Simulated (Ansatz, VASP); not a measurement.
# Si2Mo: VASP and Ansatz over several settings

```
Mo Si
1.0
    -1.60000    1.60000    3.93050
     1.60000   -1.60000    3.93050
     1.60000    1.60000   -3.93050
Mo Si
1 2
Cartesian
  0.0000 0.0000 0.0000
  0.0000 0.0000 5.2433
  0.0000 0.0000 2.6177
```

Single points on this cell with VASP 6.6.1 and Ansatz 0.2.0. Each row is one pair of runs. Alike in all rows: spin: off; k mesh: 12 × 12 × 12; VASP's potentials, cutoff: VASP PAW PBE potentials, release 64 (Mo_sv, Si), 520 eV.

| level | smearing | Ansatz's potentials, cutoff | gap on the k mesh at the Fermi level (eV), VASP | gap on the k mesh at the Fermi level (eV), Ansatz | pressure (GPa), VASP | pressure (GPa), Ansatz | rms of the force components (eV/Å), VASP | rms of the force components (eV/Å), Ansatz |
| --- | --- | --- | --- | --- | --- | --- | --- | --- |
| PBE | gaussian, width 0.029 eV | Ansatz PAW, 420 eV | none | none | 2.4 | 2.2 | 0.128 | 0.130 |
| PBE | gaussian, width 0.03 eV | Ansatz PAW, 420 eV | none | none | 2.4 | 2.2 | 0.128 | 0.130 |
| r2SCAN+D3(BJ) | fermi-dirac, width 0.05 eV | Ansatz PAW, 500 eV | none | none | -4.3 | -4.7 | 0.165 | 0.169 |

Pressure (GPa): the two programs differ by at most 0.4; rms of the force components (eV/Å): the two programs differ by at most 0.0041.

A gap of «none» marks a metal or a gap that the smearing closes.
